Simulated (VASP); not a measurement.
# Ag2O (Pn-3m) in VASP: settings compared

The runs below take Ag2O through single point, with RPBE, BLYP, r2SCAN+D4.

Program: VASP 6.6.1. These are calculated values, not measurements. Logs are shortened: lines on timing, memory, paths and dates and some standing lists are left out, and cuts for length are marked.

## Step 1: The cell of the first run

It takes space group Pn-3m (No. 224, cubic). Conventional cell: a = 4.896 Å, b = 4.896 Å, c = 4.896 Å, α = 90.00°, β = 90.00°, γ = 90.00°. Ag (site symmetry -3m) has 2 O at 2.12 Å within 2.8 Å. O (site symmetry -43m) has 4 Ag at 2.12 Å within 2.8 Å.

## Step 2: Single point, RPBE (19.57 Å³/atom)

File INCAR:

```
PREC = Accurate
ENCUT = 600
EDIFF = 1E-6
ISMEAR = 0
SIGMA = 0.05
LREAL = False
LASPH = True
NELM = 120
ALGO = Normal
ISIF = 2
LWAVE = False
LCHARG = False
GGA = RP
NBANDS = 37
GGA_COMPAT = False
```

File KPOINTS:

```
regular mesh
0
Gamma
  6 6 6
```

File POSCAR:

```
Ag2O
1.0
    4.8964041404      0.0000000000      0.0000000000
    0.0000000000      4.8964041404      0.0000000000
    0.0000000000      0.0000000000      4.8964041404
Ag O
4 2
Direct
    0.7500000000      0.7500000000      0.7500000000
    0.7500000000      0.2500000000      0.2500000000
    0.2500000000      0.2500000000      0.7500000000
    0.2500000000      0.7500000000      0.2500000000
    0.0000000000      0.0000000000      0.0000000000
    0.5000000000      0.5000000000      0.5000000000
```

Potentials or basis: VASP PAW PBE potentials, release 64 (Ag, O).

Command:

```bash
> cat potpaw_PBE.64/Ag/POTCAR potpaw_PBE.64/O/POTCAR > POTCAR
> mpirun -np 1 vasp_std > vasp.out
```

OUTCAR:

```text
PREC = Accurate
   ENCUT = 600
   EDIFF = 1E-6
   ISMEAR = 0
   LREAL = False
   LASPH = True
   NELM = 120
   ISIF = 2
   GGA = RP

 ion  position               nearest neighbor table
   1  0.750  0.750  0.750-   5 2.12   6 2.12   4 3.46   2 3.46   3 3.46   2 3.46   4 3.46   2 3.46
                             3 3.46   2 3.46   3 3.46   4 3.46   4 3.46   3 3.46
   2  0.750  0.250  0.250-   5 2.12   6 2.12   4 3.46   1 3.46   3 3.46   1 3.46   3 3.46   1 3.46
                             4 3.46   1 3.46   3 3.46   4 3.46   3 3.46   4 3.46
   3  0.250  0.250  0.750-   5 2.12   6 2.12   4 3.46   1 3.46   2 3.46   2 3.46   4 3.46   1 3.46
                             4 3.46   4 3.46   1 3.46   2 3.46   2 3.46   1 3.46
   4  0.250  0.750  0.250-   5 2.12   6 2.12   3 3.46   1 3.46   2 3.46   1 3.46   3 3.46   2 3.46
                             3 3.46   3 3.46   1 3.46   2 3.46   1 3.46   2 3.46
   5  0.000  0.000  0.000-   1 2.12   2 2.12   3 2.12   4 2.12
   6  0.500  0.500  0.500-   1 2.12   2 2.12   3 2.12   4 2.12

  LATTYP: Found a simple cubic cell.
 ALAT       =     4.8964041404

  Lattice vectors:

 A1 = (   4.8964041404,   0.0000000000,   0.0000000000)
 A2 = (   0.0000000000,   4.8964041404,   0.0000000000)
 A3 = (   0.0000000000,   0.0000000000,   4.8964041404)

Analysis of symmetry for initial positions (statically):
=====================================================================
 Subroutine PRICEL returns:
 Original cell was already a primitive cell.

 Routine SETGRP: Setting up the symmetry group for a
 simple cubic supercell.

 Subroutine GETGRP returns: Found 48 space group operations
 (whereof 24 operations were pure point group operations)
 out of a pool of 48 trial point group operations.

The static configuration has the point symmetry T_d .
 The point group associated with its full space group is O_h .

Analysis of symmetry for dynamics (positions and initial velocities):
=====================================================================
 Subroutine PRICEL returns:
 Original cell was already a primitive cell.

 Routine SETGRP: Setting up the symmetry group for a
 simple cubic supercell.

 Subroutine GETGRP returns: Found 48 space group operations
 (whereof 24 operations were pure point group operations)
 out of a pool of 48 trial point group operations.

The dynamic configuration has the point symmetry T_d .
 The point group associated with its full space group is O_h .

 Subroutine INISYM returns: Found 48 space group operations
 (whereof 24 operations are pure point group operations),
 and found     1 'primitive' translations

----------------------------------------------------------------------------------------

                                     Primitive cell

  volume of cell :     117.3902

  direct lattice vectors                    reciprocal lattice vectors
     4.896404140  0.000000000  0.000000000     0.204231508  0.000000000  0.000000000
     0.000000000  4.896404140  0.000000000     0.000000000  0.204231508  0.000000000
     0.000000000  0.000000000  4.896404140     0.000000000  0.000000000  0.204231508

  length of vectors
     4.896404140  4.896404140  4.896404140     0.204231508  0.204231508  0.204231508

  position of ions in fractional coordinates (direct lattice)
     0.750000000  0.750000000  0.750000000
     0.750000000  0.250000000  0.250000000
     0.250000000  0.250000000  0.750000000
     0.250000000  0.750000000  0.250000000
     0.000000000  0.000000000  0.000000000
     0.500000000  0.500000000  0.500000000

  ion indices of the primitive-cell ions
   primitive index   ion index
                 1           1
                 2           2
                 3           3
                 4           4
                 5           5
                 6           6

----------------------------------------------------------------------------------------

 KPOINTS: regular mesh

Automatic generation of k-mesh.
 Grid dimensions read from file:
 generate k-points for:    6    6    6

 Generating k-lattice:

  Cartesian coordinates                     Fractional coordinates (reciprocal lattice)
     0.034038585  0.000000000  0.000000000     0.166666667  0.000000000  0.000000000
     0.000000000  0.034038585  0.000000000     0.000000000  0.166666667  0.000000000
     0.000000000  0.000000000  0.034038585     0.000000000  0.000000000  0.166666667

  Length of vectors
     0.034038585  0.034038585  0.034038585

  Shift w.r.t. Gamma in fractional coordinates (k-lattice)
     0.000000000  0.000000000  0.000000000

 Subroutine IBZKPT returns following result:
 ===========================================

 Found     20 irreducible k-points:

 Following reciprocal coordinates:
            Coordinates               Weight
  0.000000  0.000000  0.000000      1.000000
  0.166667  0.000000  0.000000      6.000000
  0.333333  0.000000  0.000000      6.000000
  0.500000  0.000000  0.000000      3.000000
  0.166667  0.166667  0.000000     12.000000
  0.333333  0.166667  0.000000     24.000000
[... 12 lines left out ...]
  0.500000  0.500000  0.333333      6.000000
  0.500000  0.500000  0.500000      1.000000
   k-points           NKPTS =     20   k-points in BZ     NKDIM =     20   number of bands    NBANDS=     37
   number of dos      NEDOS =    301   number of ions     NIONS =      6
   total plane-waves  NPLWV =  64000
   dimension x,y,z NGX =    40 NGY =   40 NGZ =   40
   dimension x,y,z NGXF=    80 NGYF=   80 NGZF=   80
   ions per type =               4   2
   NGX,Y,Z   is equivalent  to a cutoff of  13.58, 13.58, 13.58 a.u.
   NGXF,Y,Z  is equivalent  to a cutoff of  27.16, 27.16, 27.16 a.u.
 SYSTEM =  unknown system
   PREC   = accura    normal or accurate (medium, high low for compatibility)
   ISTART =      0    job   : 0-new  1-cont  2-samecut
   ICHARG =      2    charge: 1-file 2-atom 10-const
   ISPIN  =      1    spin polarized calculation?
   LNONCOLLINEAR =      F non collinear calculations
   LSORBIT =      F    spin-orbit coupling
   LASPH  =      T    aspherical Exc in radial PAW
   ENCUT  =  600.0 eV  44.10 Ry    6.64 a.u.   9.78  9.78  9.78*2*pi/ulx,y,z
   NELM   =    120;   NELMIN=  2; NELMDL= -5     # of ELM steps
   EDIFF  = 0.1E-05   stopping-criterion for ELM
   LREAL  =      F    real-space projection
   EDIFFG = 0.1E-04   stopping-criterion for IOM
   NSW    =      0    number of steps for IOM
   IBRION =     -1    ionic relax: 0-MD 1-quasi-New 2-CG
   NFREE  =      0    steps in history (QN), initial steepest desc. (CG)
   ISIF   =      2    stress and relaxation
   ISYM   =      2    0-nonsym 1-usesym 2-fastsym
   POTIM  = 0.5000    time-step for ionic-motion
   TEBEG  =    0.0;   TEEND  =   0.0 temperature during run
   PSTRESS=    0.0 pullay stress
   NELECT =      56.0000    total number of electrons
   NUPDOWN=      -1.0000    fix difference up-down
   EMIN   =  10.00;   EMAX   =-10.00  energy-range for DOS
   EFERMI =   0.00;   METHOD = LEGACY
   ISMEAR =     0;   SIGMA  =   0.05  broadening in eV -4-tet -1-fermi 0-gaus
   EFERMI_NEDOS =   21; number of points for ismear=-14 and -15
   IALGO  =     38    algorithm
   IMIX   =      4    mixing-type and parameters
     AMIX     =   0.40;   BMIX     =  1.00
     AMIX_MAG =   1.60;   BMIX_MAG =  1.00
  volume/ion in A,a.u.               =      19.57       132.03
  Fermi-wavevector in a.u.,A,eV,Ry     =   1.279166  2.417273 22.262747  1.636266
  Thomas-Fermi vector in A             =   2.411667
   LORBIT       =      0    0 simple, 1 ext, 2 COOP (PROOUT), +10 PAW based schemes
   GGA     = RP    functional components
   LHFCALC =     F    Hartree Fock is set to
   AEXX    =    0.0000 exact exchange contribution
   IVDW    =     0    specifies the selected vdW correction
   LEPSILON=     F    determine dielectric tensor
   LRPA    =     F    only Hartree local field effects (RPA)
 non-spin polarized calculation
 Gauss-broadening in eV      SIGMA  =   0.05
  energy-cutoff  :      600.00
  volume of cell :      117.39
 maximum number of plane-waves:      3948
 NGX is ok and might be reduce to    40
   NGX = 19   NGY = 19   NGZ = 19

 number of electron      56.0000002 magnetization

 Free energy of the ion-electron system (eV)
  ---------------------------------------------------
  ext. energy  EPLUGINS =         0.00000000
  ---------------------------------------------------
  free energy    TOTEN  =       -18.99025967 eV

  energy without entropy =      -18.98983548  energy(sigma->0) =      -18.99004758

 E-fermi :   3.5915     XC(G=0):  -9.6890

 val. band max:        3.5733710357   @ k =   0.0000   0.0000   0.0000
 cond. band min:       3.8520885153   @ k =   0.1667   0.0000   0.0000
 fundamental gap:      0.2787174795
 Fermi energy:         3.5915140915

 k-point     1 :       0.0000    0.0000    0.0000
  band No.  band energies     occupation
      1     -14.4723      2.00000
      2     -13.9838      2.00000
      3      -2.2825      2.00000
      4      -2.2825      2.00000
      5      -2.2825      2.00000
      6      -0.3212      2.00000
[... 29 lines left out ...]
     36      12.2044      0.00000
     37      12.2044      0.00000

 k-point     2 :       0.1667    0.0000    0.0000
  band No.  band energies     occupation
      1     -14.4406      2.00000
      2     -14.0176      2.00000
      3      -2.2023      2.00000
      4      -2.2023      2.00000
      5      -2.1711      2.00000
      6      -0.2832      2.00000
[... 29 lines left out ...]
     36      11.8972      0.00000
     37      11.8972      0.00000

 k-point     3 :       0.3333    0.0000    0.0000
  band No.  band energies     occupation
      1     -14.3534      2.00000
      2     -14.1093      2.00000
      3      -1.9921      2.00000
      4      -1.9921      2.00000
      5      -1.8495      2.00000
      6      -0.7666      2.00000
[... 29 lines left out ...]
     36      11.4222      0.00000
     37      11.4222      0.00000
[... 601 lines left out ...]
 k-point    19 :       0.5000    0.5000    0.3333
  band No.  band energies     occupation
      1     -14.4050      2.00000
      2     -14.0367      2.00000
      3      -2.1269      2.00000
      4      -2.1269      2.00000
      5      -2.0583      2.00000
      6      -0.2928      2.00000
[... 29 lines left out ...]
     36      10.4373      0.00000
     37      15.3496      0.00000

 k-point    20 :       0.5000    0.5000    0.5000
  band No.  band energies     occupation
      1     -14.4312      2.00000
      2     -14.0056      2.00000
      3      -2.1673      2.00000
      4      -2.1673      2.00000
      5      -2.1673      2.00000
      6      -0.1003      2.00000
[... 29 lines left out ...]
     36       9.6028      0.00000
     37      16.0581      0.00000

------------------------ aborting loop because EDIFF is reached ----------------------------------------

  FORCE on cell =-STRESS in cart. coord.  units (eV):
  Direction    XX          YY          ZZ          XY          YZ          ZX
  --------------------------------------------------------------------------------------
  -------------------------------------------------------------------------------------
  Total       -0.0352371     -0.0352371     -0.0352371      0.0000000     -0.0000000      0.0000000
  in kB       -0.4809274     -0.4809274     -0.4809274      0.0000000     -0.0000000      0.0000000
  external PRESSURE =      -0.4809274 kB  Pullay stress =       0.0000000 kB

 VOLUME and BASIS-vectors are now :
 -----------------------------------------------------------------------------
  energy-cutoff  :      600.00
  volume of cell :      117.39
      direct lattice vectors                 reciprocal lattice vectors
     4.896404140  0.000000000  0.000000000     0.204231508  0.000000000  0.000000000
     0.000000000  4.896404140  0.000000000     0.000000000  0.204231508  0.000000000
     0.000000000  0.000000000  4.896404140     0.000000000  0.000000000  0.204231508

 POSITION                                       TOTAL-FORCE (eV/Angst)
 -----------------------------------------------------------------------------------
      3.67230      3.67230      3.67230        -0.000000      0.000000     -0.000000
      3.67230      1.22410      1.22410        -0.000000     -0.000000      0.000000
      1.22410      1.22410      3.67230        -0.000000      0.000000     -0.000000
      1.22410      3.67230      1.22410         0.000000     -0.000000     -0.000000
      0.00000      0.00000      0.00000        -0.000000      0.000000     -0.000000
      2.44820      2.44820      2.44820         0.000000      0.000000     -0.000000
 -----------------------------------------------------------------------------------
    total drift:                                0.000000      0.000000      0.000000

  FREE ENERGIE OF THE ION-ELECTRON SYSTEM (eV)
  ---------------------------------------------------
  free  energy   TOTEN  =       -18.9902596741 eV

  energy  without entropy=      -18.9898354768  energy(sigma->0) =      -18.99004758
```

It took 54 s on 1 thread of AMD EPYC 9R45 (Zen 5), shared host; peak memory 0.25 GiB.

What came out:

* Free energy: -18.9903 eV
* Pressure: 0.0 GPa
* Band gap on the k mesh: zero (filled and empty bands touch)

Caveat: the PAW data sets were made with another functional, which shifts forces and pressure a little.

## Step 3: Single point, BLYP (20.04 Å³/atom)

This run uses another cell than the first one, of 20.04 Å³/atom.

File INCAR:

```
  PREC = Accurate
  ENCUT = 600
  EDIFF = 1E-6
  ISMEAR = 0
  SIGMA = 0.05
  LREAL = False
  LASPH = True
  NELM = 120
  ALGO = Normal
  ISIF = 2
  LWAVE = False
  LCHARG = False
  GGA = B5
  ALDAX = 1.0
  AGGAX = 1.0
  AGGAC = 1.0
  ALDAC = 0.0
  NBANDS = 37
  GGA_COMPAT = False
```

KPOINTS is that of step 2.

POSCAR, as its differences from that of step 2:

```diff
@@ -2,5 +2,5 @@
 1.0
-    4.8964041404      0.0000000000      0.0000000000
-    0.0000000000      4.8964041404      0.0000000000
-    0.0000000000      0.0000000000      4.8964041404
+    4.9355941281      0.0000000000      0.0000000000
+    0.0000000000      4.9355941281      0.0000000000
+    0.0000000000      0.0000000000      4.9355941281
 Ag O
```

Potentials or basis: VASP PAW PBE potentials, release 64 (Ag, O).

Command:

```bash
> cat potpaw_PBE.64/Ag/POTCAR potpaw_PBE.64/O/POTCAR > POTCAR
> mpirun -np 1 vasp_std > vasp.out
```

It took 73 s on 1 thread of AMD EPYC 9R45 (Zen 5), shared host; peak memory 0.25 GiB.

It converged, with:

* Free energy: -19.4379 eV
* Pressure: -1.1 GPa
* Band gap on the k mesh: zero (filled and empty bands touch)

Levels at points of the mesh, in eV from the Fermi level:
| k point | band 26 | band 27 | band 28 | band 29 | band 30 | band 31 |
| --- | --- | --- | --- | --- | --- | --- |
| (0.00, 0.00, 0.00) | -0.05 | -0.02 | -0.02 | -0.02 | 2.61 | 2.61 |
| (0.50, 0.00, 0.00) | -1.30 | -0.39 | -0.39 | 2.01 | 2.01 | 4.93 |
| (0.50, 0.50, 0.00) | -1.32 | -0.68 | -0.68 | 2.25 | 2.25 | 3.68 |
| (0.50, 0.50, 0.50) | -0.60 | -0.60 | -0.60 | 3.06 | 3.06 | 3.06 |

Caveat: the PAW data sets were made with another functional, which shifts forces and pressure a little.

## Step 4: Single point, r2SCAN+D4 (17.71 Å³/atom)

This run uses another cell than the first one, of 17.71 Å³/atom.

POSCAR, as its differences from that of step 3:

```diff
@@ -2,5 +2,5 @@
 1.0
-    4.9355941281      0.0000000000      0.0000000000
-    0.0000000000      4.9355941281      0.0000000000
-    0.0000000000      0.0000000000      4.9355941281
+    4.7369096154      0.0000000000      0.0000000000
+    0.0000000000      4.7369096154      0.0000000000
+    0.0000000000      0.0000000000      4.7369096154
 Ag O
```

File INCAR.step1:

```
  PREC = Accurate
  ENCUT = 660
  ISMEAR = 0
  SIGMA = 0.05
  LREAL = False
  LASPH = True
  NELM = 120
  NBANDS = 37
  GGA = PE
  ALGO = Normal
  EDIFF = 1E-5
  LWAVE = True
  LCHARG = False
  GGA_COMPAT = False
```

File INCAR.step2:

```
  PREC = Accurate
  ENCUT = 660
  EDIFF = 1E-6
  ISMEAR = 0
  SIGMA = 0.05
  LREAL = False
  LASPH = True
  NELM = 120
  ALGO = Normal
  ISIF = 2
  LWAVE = False
  LCHARG = False
  METAGGA = R2SCAN
  LMIXTAU = True
  IVDW = 13
  VDW_S6 = 1.0
  VDW_S8 = 0.6018749
  VDW_A1 = 0.51559235
  VDW_A2 = 5.77342911
  NBANDS = 37
  ISTART = 1
  GGA_COMPAT = False
```

File KPOINTS:

```
Automatic mesh
0
Gamma
  6 6 6
```

Command:

```bash
> cat potpaw_PBE.64/Ag/POTCAR potpaw_PBE.64/O/POTCAR > POTCAR
> cp INCAR.step1 INCAR
> mpirun -np 1 vasp_std > vasp.out
> cp INCAR.step2 INCAR
> mpirun -np 1 vasp_std > vasp.out
```

It took 4.1 min on 1 thread of AMD EPYC 9R45 (Zen 5), shared host; peak memory 0.27 GiB.

The run converged. Its results:

```
Free energy                : -99.1102 eV
Pressure                   : -0.3 GPa
Band gap on the k mesh     : 0.26 eV
Dispersion energy per atom : -0.126 eV
```

Levels at points of the mesh, in eV from the valence-band top:
| k point | band 25 | band 26 | band 27 | band 28 | band 29 | band 30 | band 31 | band 32 |
| --- | --- | --- | --- | --- | --- | --- | --- | --- |
| (0.00, 0.00, 0.00) | -2.77 | 0.00 | 0.00 | 0.00 | 0.26 | 2.39 | 2.39 | 7.74 |
| (0.50, 0.00, 0.00) | -1.64 | -1.64 | -0.47 | -0.47 | 2.36 | 2.36 | 5.11 | 5.11 |
| (0.50, 0.50, 0.00) | -1.65 | -1.65 | -0.83 | -0.83 | 2.42 | 2.42 | 4.06 | 4.06 |
| (0.50, 0.50, 0.50) | -1.77 | -0.70 | -0.70 | -0.70 | 2.90 | 2.90 | 2.90 | 5.25 |

Caveat: the PAW data sets were made with another functional, which shifts forces and pressure a little. A k mesh can miss the band edges.

## Step 5: The runs side by side

| level | cell | cutoff (eV) | gap on the mesh (eV) | pressure (GPa) |
| --- | --- | --- | --- | --- |
| RPBE | a = 4.896 Å, 6 atoms | 600 | none | 0.0 |
| BLYP | a = 4.936 Å, 6 atoms | 600 | none | -1.1 |
| r2SCAN+D4 | a = 4.737 Å, 6 atoms | 660 | 0.26 | -0.3 |

Alike in all rows: task single point; potentials or basis VASP PAW PBE potentials, release 64 (Ag, O); no spin polarisation; k mesh 6 × 6 × 6; smearing gaussian 0.05 eV.

Caveats: the PAW data sets were made with another functional, which shifts forces and pressure a little.

Total energies depend on the potentials used, so only differences within one code and one set of settings carry meaning.
